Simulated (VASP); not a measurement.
# Zn (P6_3/mmc) in VASP: a series of runs, part 2 of 2

VASP 6.6.1. Earlier steps stand in the parts before.

**3. Single point, PBE**

Contents of INCAR:

```
SYSTEM = Zn
ALGO     = Normal         ! electronic algorithm
EDIFF    = 1E-7           ! SCF threshold, eV
ENCUT    = 520            ! plane-wave cutoff, eV
GGA      = PE             ! functional
ISIF     = 2              ! what is computed and relaxed
ISMEAR   = -1             ! smearing method
LASPH    = .TRUE.         ! aspherical terms in the spheres
LCHARG   = .FALSE.        ! write CHGCAR
LREAL    = .FALSE.        ! projectors in reciprocal space
LWAVE    = .FALSE.        ! write WAVECAR
NBANDS   = 19             ! bands
NELM     = 80             ! most SCF steps
PREC     = Accurate       ! precision mode
SIGMA    = 0.05           ! smearing width, eV
```

Contents of KPOINTS:

```
k-points
0
G
  21 21 11
  0 0 0
```

Contents of POSCAR:

```
Zn
1.0
    2.1103861183      0.0000000000      0.0000000000
   -1.0551930592      1.8276479903      0.0000000000
    0.0000000000      0.0000000000      3.3919781992
Zn
2
Direct
    0.3333333333      0.6666666667      0.2500000000
    0.6666666667      0.3333333333      0.7500000000
```

Potentials or basis: VASP PAW PBE potentials, release 64 (Zn).

On the command line:

```
> cat potpaw_PBE.64/Zn/POTCAR > POTCAR
> mpirun -np 1 vasp_std > vasp.out
```

OUTCAR:

```text
SYSTEM = Zn
   EDIFF = 1E-7
   ENCUT = 520
   GGA = PE
   ISIF = 2
   ISMEAR = -1
   LASPH = .TRUE.
   LREAL = .FALSE.
   NELM = 80
   PREC = Accurate

 ion  position               nearest neighbor table
   1  0.333  0.667  0.250-   2 2.09   2 2.09   2 2.09   2 2.09   2 2.09   2 2.09   2 2.97   2 2.97
                             2 2.97   2 2.97   2 2.97   2 2.97
   2  0.667  0.333  0.750-   1 2.09   1 2.09   1 2.09   1 2.09   1 2.09   1 2.09   1 2.97   1 2.97
                             1 2.97   1 2.97   1 2.97   1 2.97

  LATTYP: Found a hexagonal cell.
 ALAT       =     2.1103861183
 C/A-ratio  =     1.6072784832

  Lattice vectors:

 A1 = (   2.1103861183,   0.0000000000,   0.0000000000)
 A2 = (  -1.0551930592,   1.8276479903,   0.0000000000)
 A3 = (   0.0000000000,   0.0000000000,   3.3919781992)

Analysis of symmetry for initial positions (statically):
=====================================================================
 Subroutine PRICEL returns:
 Original cell was already a primitive cell.

 Routine SETGRP: Setting up the symmetry group for a
 hexagonal supercell.

 Subroutine GETGRP returns: Found 24 space group operations
 (whereof 12 operations were pure point group operations)
 out of a pool of 24 trial point group operations.

The static configuration has the point symmetry D_3d.
 The point group associated with its full space group is D_6h.

Analysis of symmetry for dynamics (positions and initial velocities):
=====================================================================
 Subroutine PRICEL returns:
 Original cell was already a primitive cell.

 Routine SETGRP: Setting up the symmetry group for a
 hexagonal supercell.

 Subroutine GETGRP returns: Found 24 space group operations
 (whereof 12 operations were pure point group operations)
 out of a pool of 24 trial point group operations.

The dynamic configuration has the point symmetry D_3d.
 The point group associated with its full space group is D_6h.

 Subroutine INISYM returns: Found 24 space group operations
 (whereof 12 operations are pure point group operations),
 and found     1 'primitive' translations

----------------------------------------------------------------------------------------

                                     Primitive cell

  volume of cell :      13.0830

  direct lattice vectors                    reciprocal lattice vectors
     2.110386118  0.000000000  0.000000000     0.473846938  0.273575657  0.000000000
    -1.055193059  1.827647990  0.000000000     0.000000000  0.547151314  0.000000000
     0.000000000  0.000000000  3.391978199     0.000000000  0.000000000  0.294813216

  length of vectors
     2.110386118  2.110386118  3.391978199     0.547151314  0.547151314  0.294813216

  position of ions in fractional coordinates (direct lattice)
     0.333333333  0.666666667  0.250000000
     0.666666667  0.333333333  0.750000000

  ion indices of the primitive-cell ions
   primitive index   ion index
                 1           1
                 2           2

----------------------------------------------------------------------------------------

 KPOINTS: k-points

Automatic generation of k-mesh.
 Grid dimensions read from file:
 generate k-points for:   21   21   11

 Generating k-lattice:

  Cartesian coordinates                     Fractional coordinates (reciprocal lattice)
     0.022564140  0.013027412  0.000000000     0.047619048 -0.000000000  0.000000000
     0.000000000  0.026054824  0.000000000     0.000000000  0.047619048  0.000000000
     0.000000000  0.000000000  0.026801201     0.000000000  0.000000000  0.090909091

  Length of vectors
     0.026054824  0.026054824  0.026801201

  Shift w.r.t. Gamma in fractional coordinates (k-lattice)
     0.000000000  0.000000000  0.000000000

 Subroutine IBZKPT returns following result:
 ===========================================

 Found    288 irreducible k-points:

 Following reciprocal coordinates:
            Coordinates               Weight
  0.000000  0.000000  0.000000      1.000000
  0.047619  0.000000  0.000000      6.000000
  0.095238 -0.000000  0.000000      6.000000
  0.142857  0.000000  0.000000      6.000000
  0.190476 -0.000000  0.000000      6.000000
  0.238095  0.000000  0.000000      6.000000
[... 16 lines left out ...]
  0.142857  0.095238  0.000000     12.000000
  0.190476  0.095238  0.000000     12.000000
 [... further k-points ...]
   k-points           NKPTS =    288   k-points in BZ     NKDIM =    288   number of bands    NBANDS=     19
   number of dos      NEDOS =    301   number of ions     NIONS =      2
   total plane-waves  NPLWV =   7168
   dimension x,y,z NGX =    16 NGY =   16 NGZ =   28
   dimension x,y,z NGXF=    32 NGYF=   32 NGZF=   56
   ions per type =               2
   NGX,Y,Z   is equivalent  to a cutoff of  12.60, 12.60, 13.72 a.u.
   NGXF,Y,Z  is equivalent  to a cutoff of  25.21, 25.21, 27.45 a.u.
 SYSTEM =  Zn
   PREC   = accura    normal or accurate (medium, high low for compatibility)
   ISTART =      0    job   : 0-new  1-cont  2-samecut
   ICHARG =      2    charge: 1-file 2-atom 10-const
   ISPIN  =      1    spin polarized calculation?
   LNONCOLLINEAR =      F non collinear calculations
   LSORBIT =      F    spin-orbit coupling
   LASPH  =      T    aspherical Exc in radial PAW
   ENCUT  =  520.0 eV  38.22 Ry    6.18 a.u.   3.92  3.92  6.31*2*pi/ulx,y,z
   NELM   =     80;   NELMIN=  2; NELMDL= -5     # of ELM steps
   EDIFF  = 0.1E-06   stopping-criterion for ELM
   LREAL  =      F    real-space projection
   EDIFFG = 0.1E-05   stopping-criterion for IOM
   NSW    =      0    number of steps for IOM
   IBRION =     -1    ionic relax: 0-MD 1-quasi-New 2-CG
   NFREE  =      0    steps in history (QN), initial steepest desc. (CG)
   ISIF   =      2    stress and relaxation
   ISYM   =      2    0-nonsym 1-usesym 2-fastsym
   POTIM  = 0.5000    time-step for ionic-motion
   TEBEG  =    0.0;   TEEND  =   0.0 temperature during run
   PSTRESS=    0.0 pullay stress
   NELECT =      24.0000    total number of electrons
   NUPDOWN=      -1.0000    fix difference up-down
   EMIN   =  10.00;   EMAX   =-10.00  energy-range for DOS
   EFERMI =   0.00;   METHOD = LEGACY
   ISMEAR =    -1;   SIGMA  =   0.05  broadening in eV -4-tet -1-fermi 0-gaus
   EFERMI_NEDOS =   21; number of points for ismear=-14 and -15
   IALGO  =     38    algorithm
   IMIX   =      4    mixing-type and parameters
     AMIX     =   0.40;   BMIX     =  1.00
     AMIX_MAG =   1.60;   BMIX_MAG =  1.00
  volume/ion in A,a.u.               =       6.54        44.14
  Fermi-wavevector in a.u.,A,eV,Ry     =   2.004054  3.787113 54.644155  4.016232
  Thomas-Fermi vector in A             =   3.018621
   LORBIT       =      0    0 simple, 1 ext, 2 COOP (PROOUT), +10 PAW based schemes
   GGA     = PE    functional components
   LHFCALC =     F    Hartree Fock is set to
   AEXX    =    0.0000 exact exchange contribution
   IVDW    =     0    specifies the selected vdW correction
   LEPSILON=     F    determine dielectric tensor
   LRPA    =     F    only Hartree local field effects (RPA)
 non-spin polarized calculation
  energy-cutoff  :      520.00
  volume of cell :       13.08
 maximum number of plane-waves:       364
 NGX is ok and might be reduce to    16
   NGX =  7   NGY =  7   NGZ = 13

 number of electron      24.0000002 magnetization

 Free energy of the ion-electron system (eV)
  ---------------------------------------------------
  ext. energy  EPLUGINS =         0.00000000
  ---------------------------------------------------
  free energy    TOTEN  =         9.46753658 eV

  energy without entropy =        9.46923132  energy(sigma->0) =        9.46838395

 E-fermi :  14.3256     XC(G=0): -16.8228

 val. band max:       14.3195517137   @ k =   0.3333   0.0476   0.0000
 cond. band min:      14.3705829157   @ k =   0.0000   0.0000   0.0000
 fundamental gap:      0.0510312020
 Fermi energy:        14.3255671327

 k-point     1 :       0.0000    0.0000    0.0000
  band No.  band energies     occupation
      1      -7.1992      2.00000
      2      -2.7686      2.00000
      3       0.6266      2.00000
      4       0.6267      2.00000
      5       0.6273      2.00000
      6       1.0835      2.00000
[... 11 lines left out ...]
     18      41.4706      0.00000
     19      41.4706      0.00000
[... 485 lines left out ...]
 k-point    24 :       0.1905    0.0952    0.0000
  band No.  band energies     occupation
      1      -4.4042      2.00000
      2      -1.6538      2.00000
      3      -0.5448      2.00000
      4      -0.5065      2.00000
      5       0.7174      2.00000
      6       0.7352      2.00000
[... 11 lines left out ...]
     18      37.5666      0.00000
     19      40.7905      0.00000

 [... further k-points ...]
[... 5 lines left out ...]
  --------------------------------------------------------------------------------------
  -------------------------------------------------------------------------------------
  Total       41.0465508     41.0465508     41.1239974     -0.0000000      0.0000000      0.0000000
  in kB     5026.6624615   5026.6624618   5036.1467660     -0.0000001      0.0000000      0.0000000
  external PRESSURE =    5029.8238964 kB  Pullay stress =       0.0000000 kB

 VOLUME and BASIS-vectors are now :
 -----------------------------------------------------------------------------
  energy-cutoff  :      520.00
  volume of cell :       13.08
      direct lattice vectors                 reciprocal lattice vectors
     2.110386118  0.000000000  0.000000000     0.473846938  0.273575657  0.000000000
    -1.055193059  1.827647990  0.000000000     0.000000000  0.547151314  0.000000000
     0.000000000  0.000000000  3.391978199     0.000000000  0.000000000  0.294813216

 POSITION                                       TOTAL-FORCE (eV/Angst)
 -----------------------------------------------------------------------------------
     -0.00000      1.21843      0.84799         0.000000      0.000000      0.000000
      1.05519      0.60922      2.54398        -0.000000      0.000000      0.000000
 -----------------------------------------------------------------------------------
    total drift:                                0.000000     -0.000000      0.000000

  FREE ENERGIE OF THE ION-ELECTRON SYSTEM (eV)
  ---------------------------------------------------
  free  energy   TOTEN  =         9.4675365812 eV

  energy  without entropy=        9.4692313240  energy(sigma->0) =        9.46838395
```

Run time: 34 s. Hardware: 1 thread of Intel Xeon Platinum 8488C (Sapphire Rapids), shared host; peak memory 0.17 GiB.

What came out:

* Free energy: 9.4675 eV
* Pressure: 503.0 GPa
* Band gap on the k mesh: zero (band 12 reaches 15.83 eV, above the bottom of band 13 at 12.57 eV)

Stress tensor (GPa, compression positive):
```
502.67   0.00   0.00
  0.00 502.67   0.00
  0.00   0.00 503.61
```
